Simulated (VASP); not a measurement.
# Cu3H in VASP: notebook

Cu3H is run at these levels: r2SCAN; tasks: single point.

Everything below comes from runs of VASP 6.6.1. Logs are shortened: lines on timing, memory, paths and dates and some standing lists are left out, and cuts for length are marked.

## Step 1: The cell of the first run

The cell holds a slab with vacuum, 4 atoms: a = 2.531 Å, b = 2.531 Å, c = 23.130 Å, α = 90.00°, β = 90.00°, γ = 120.00°.

## Step 2: Single point, r2SCAN

Input file POSCAR:

```
Cu3H
1.0
    2.5305027254      0.0000000000      0.0000000000
   -1.2652513627      2.1914796445      0.0000000000
    0.0000000000      0.0000000000     23.1298555601
Cu H
3 1
Direct
    0.3333333333      0.6666666667      0.3674904055
    0.6666666667      0.3333333333      0.4564488364
    0.3333333333      0.6666666667      0.5462583504
    0.3333333333      0.6666666667      0.6103327103
```

Input file INCAR.step1:

```
SYSTEM = Cu3H
ALGO = Normal
DIPOL = 0.5 0.5 0.495
EDIFF = 1E-4
ENCUT = 520
GGA = PE
IDIPOL = 3
ISMEAR = 0
LASPH = .TRUE.
LCHARG = .FALSE.
LDIPOL = .TRUE.
LREAL = .FALSE.
LWAVE = .TRUE.
NBANDS = 25
NELM = 100
PREC = Accurate
SIGMA = 0.1
```

Input file INCAR.step2:

```
SYSTEM = Cu3H
ALGO = Normal
DIPOL = 0.5 0.5 0.495
EDIFF = 1E-7
ENCUT = 520
IDIPOL = 3
ISIF = 2
ISMEAR = 0
ISTART = 1
LASPH = .TRUE.
LCHARG = .FALSE.
LDIPOL = .TRUE.
LMIXTAU = .TRUE.
LREAL = .FALSE.
LWAVE = .FALSE.
METAGGA = R2SCAN
NBANDS = 25
NELM = 100
PREC = Accurate
SIGMA = 0.1
```

Input file KPOINTS:

```
k-points
0
G
  12 12 1
  0 0 0
```

Potentials or basis: VASP PAW PBE potentials, release 64 (Cu, H).

Launch:

```bash
> cat potpaw_PBE.64/Cu/POTCAR potpaw_PBE.64/H/POTCAR > POTCAR
> cp INCAR.step1 INCAR
> mpirun -np 1 vasp_std > vasp.out
> cp INCAR.step2 INCAR
> mpirun -np 1 vasp_std > vasp.out
```

OUTCAR:

```text
SYSTEM = Cu3H
   EDIFF = 1E-7
   ENCUT = 520
   ISIF = 2
   ISMEAR = 0
   ISTART = 1
   LASPH = .TRUE.
   LREAL = .FALSE.
   METAGGA = R2SCAN
   NELM = 100
   PREC = Accurate

 ion  position               nearest neighbor table
   1  0.333  0.667  0.367-   2 2.52   2 2.52   2 2.52
   2  0.667  0.333  0.456-   1 2.52   1 2.52   1 2.52   3 2.54   3 2.54   3 2.54
   3  0.333  0.667  0.546-   4 1.48   2 2.54   2 2.54   2 2.54
   4  0.333  0.667  0.610-   3 1.48

  LATTYP: Found a hexagonal cell.
 ALAT       =     2.5305027254
 C/A-ratio  =     9.1404191459

  Lattice vectors:

 A1 = (   2.5305027254,   0.0000000000,   0.0000000000)
 A2 = (  -1.2652513627,   2.1914796445,   0.0000000000)
 A3 = (   0.0000000000,   0.0000000000,  23.1298555601)

Analysis of symmetry for initial positions (statically):
=====================================================================
 Subroutine PRICEL returns:
 Original cell was already a primitive cell.

 Routine SETGRP: Setting up the symmetry group for a
 hexagonal supercell.

 Subroutine GETGRP returns: Found  6 space group operations
 (whereof  6 operations were pure point group operations)
 out of a pool of 24 trial point group operations.

The static configuration has the point symmetry C_3v.

Analysis of symmetry for dynamics (positions and initial velocities):
=====================================================================
 Subroutine PRICEL returns:
 Original cell was already a primitive cell.

 Routine SETGRP: Setting up the symmetry group for a
 hexagonal supercell.

 Subroutine GETGRP returns: Found  6 space group operations
 (whereof  6 operations were pure point group operations)
 out of a pool of 24 trial point group operations.

The dynamic configuration has the point symmetry C_3v.

 Subroutine INISYM returns: Found  6 space group operations
 (whereof  6 operations are pure point group operations),
 and found     1 'primitive' translations

----------------------------------------------------------------------------------------

                                     Primitive cell

  volume of cell :     128.2677

  direct lattice vectors                    reciprocal lattice vectors
     2.530502725  0.000000000  0.000000000     0.395178393  0.228156351  0.000000000
    -1.265251363  2.191479645  0.000000000     0.000000000  0.456312703  0.000000000
[... 88 lines left out ...]
   NFREE  =      0    steps in history (QN), initial steepest desc. (CG)
   ISIF   =      2    stress and relaxation
   ISYM   =      2    0-nonsym 1-usesym 2-fastsym
   POTIM  = 0.5000    time-step for ionic-motion
   TEBEG  =    0.0;   TEEND  =   0.0 temperature during run
   PSTRESS=    0.0 pullay stress
   NELECT =      34.0000    total number of electrons
   NUPDOWN=      -1.0000    fix difference up-down
   EMIN   =  10.00;   EMAX   =-10.00  energy-range for DOS
   EFERMI =   0.00;   METHOD = LEGACY
   ISMEAR =     0;   SIGMA  =   0.10  broadening in eV -4-tet -1-fermi 0-gaus
   EFERMI_NEDOS =   21; number of points for ismear=-14 and -15
   IALGO  =     38    algorithm
   IMIX   =      4    mixing-type and parameters
     AMIX     =   0.40;   BMIX     =  1.00
     AMIX_MAG =   1.60;   BMIX_MAG =  1.00
  volume/ion in A,a.u.               =      32.07       216.40
  Fermi-wavevector in a.u.,A,eV,Ry     =   1.051628  1.987288 15.046971  1.105921
  Thomas-Fermi vector in A             =   2.186678
   LORBIT       =      0    0 simple, 1 ext, 2 COOP (PROOUT), +10 PAW based schemes
   METAGGA = R2SCAN    functional components
   LHFCALC =     F    Hartree Fock is set to
   AEXX    =    0.0000 exact exchange contribution
   IVDW    =     0    specifies the selected vdW correction
   LEPSILON=     F    determine dielectric tensor
   LRPA    =     F    only Hartree local field effects (RPA)
 non-spin polarized calculation
 Gauss-broadening in eV      SIGMA  =   0.10
  energy-cutoff  :      520.00
  volume of cell :      128.27
 maximum number of plane-waves:      3495
 NGX is ok and might be reduce to    20
   NGX =  9   NGY =  9   NGZ = 87

 number of electron      33.9999988 magnetization

 dipolmoment           0.000000      0.000000      0.019265 electrons x Angstroem

 Free energy of the ion-electron system (eV)
  ---------------------------------------------------
  ext. energy  EPLUGINS =         0.00000000
  ---------------------------------------------------
  free energy    TOTEN  =       -34.05878579 eV

  energy without entropy =      -34.05177185  energy(sigma->0) =      -34.05527882

 E-fermi :  -1.5648     XC(G=0):  -4.6967

 val. band max:       -1.7479657351   @ k =   0.5000  -0.0000   0.0000
 cond. band min:      -1.5215493489   @ k =   0.3333   0.1667   0.0000
 fundamental gap:      0.2264163861
 Fermi energy:        -1.5647987233

 k-point     1 :       0.0000    0.0000    0.0000
  band No.  band energies     occupation
      1     -10.8773      2.00000
      2      -9.1795      2.00000
      3      -7.4296      2.00000
      4      -6.8901      2.00000
      5      -4.8871      2.00000
      6      -4.8422      2.00000
[... 521 lines left out ...]
     24       8.1189      0.00000
     25       8.5765      0.00000

------------------------ aborting loop because EDIFF is reached ----------------------------------------

 vacuum level on the upper side and lower side of the slab       (xc-potential included)         0.313        -0.296

  FORCE on cell =-STRESS in cart. coord.  units (eV):
  Direction    XX          YY          ZZ          XY          YZ          ZX
  --------------------------------------------------------------------------------------
  -------------------------------------------------------------------------------------
  Total       -0.9255209     -0.9255209      0.1922606      0.0000000      0.0000000      0.0000000
  in kB      -11.5605808    -11.5605808      2.4015065      0.0000000      0.0000000      0.0000000
  external PRESSURE =      -6.9065517 kB  Pullay stress =       0.0000000 kB

 VOLUME and BASIS-vectors are now :
 -----------------------------------------------------------------------------
  energy-cutoff  :      520.00
  volume of cell :      128.27
      direct lattice vectors                 reciprocal lattice vectors
     2.530502725  0.000000000  0.000000000     0.395178393  0.228156351  0.000000000
    -1.265251363  2.191479645  0.000000000     0.000000000  0.456312703  0.000000000
     0.000000000  0.000000000 23.129855560     0.000000000  0.000000000  0.043234165

 POSITION                                       TOTAL-FORCE (eV/Angst)
 -----------------------------------------------------------------------------------
     -0.00000      1.46099      8.50000         0.000000     -0.000000     -0.027923
      1.26525      0.73049     10.55760         0.000000     -0.000000      0.013382
     -0.00000      1.46099     12.63488        -0.000000      0.000000     -0.058703
     -0.00000      1.46099     14.11691        -0.000000      0.000000      0.073244
 -----------------------------------------------------------------------------------
    total drift:                                0.000001     -0.000001      0.013454

  FREE ENERGIE OF THE ION-ELECTRON SYSTEM (eV)
  ---------------------------------------------------
  free  energy   TOTEN  =       -34.0587857940 eV

  energy  without entropy=      -34.0517718484  energy(sigma->0) =      -34.05527882

 vacuum level on the upper side and lower side of the slab         3.947         3.323
```

OSZICAR.step1:

```text
N       E                     dE             d eps       ncg     rms          rms(c)
DAV:   1     0.262752397262E+03    0.26275E+03   -0.14465E+04   950   0.152E+03
DAV:   2     0.158007081864E+01   -0.26117E+03   -0.24777E+03   952   0.312E+02
DAV:   3    -0.157880859023E+02   -0.17368E+02   -0.16814E+02  1103   0.124E+02
DAV:   4    -0.162874930429E+02   -0.49941E+00   -0.49827E+00  1105   0.240E+01
DAV:   5    -0.163014443370E+02   -0.13951E-01   -0.13948E-01  1196   0.335E+00    0.155E+01
DAV:   6    -0.155222846260E+02    0.77916E+00   -0.34464E+01  1185   0.134E+02    0.970E+00
DAV:   7    -0.135374786883E+02    0.19848E+01   -0.15555E+01  1585   0.115E+02    0.478E+00
DAV:   8    -0.128637392717E+02    0.67374E+00   -0.24992E+00  1437   0.492E+01    0.126E+00
DAV:   9    -0.128523769623E+02    0.11362E-01   -0.30873E-01  1379   0.107E+01    0.949E-01
DAV:  10    -0.128389067077E+02    0.13470E-01   -0.49828E-02  1183   0.125E+01    0.859E-01
DAV:  11    -0.128273889953E+02    0.11518E-01   -0.23389E-02  1255   0.105E+01    0.378E-01
DAV:  12    -0.128248422066E+02    0.25468E-02   -0.13173E-02  1233   0.272E+00    0.132E-01
DAV:  13    -0.128241450154E+02    0.69719E-03   -0.19867E-03  1475   0.156E+00    0.584E-02
DAV:  14    -0.128236756421E+02    0.46937E-03   -0.82144E-04  1203   0.442E-01    0.602E-02
DAV:  15    -0.128236187944E+02    0.56848E-04   -0.14510E-04   811   0.562E-01
   1 F= -.12823619E+02 E0= -.12820018E+02  d E =-.720110E-02
```

Wall time 4.3 min (1 thread of Intel Xeon 6975P-C (Granite Rapids), shared host); peak memory 0.29 GiB.

What came out:

```yaml
Free_energy: -34.0588 eV
Largest_force: 0.073 eV/Å
Band_gap_on_the_k_mesh: zero (bands 17 and 18 overlap by 5.67 eV)
```

Forces in eV/Å, atoms in the order of the input:
```
Cu   0.000  0.000 -0.028
Cu   0.000  0.000  0.013
Cu   0.000  0.000 -0.059
H    0.000  0.000  0.073
```

Caveat: the PAW data sets were made with another functional, which shifts forces and pressure a little.

(Continued in part 2 of 2.)

The gap in the log of VASP goes by the Fermi energy; the results here count the filled bands.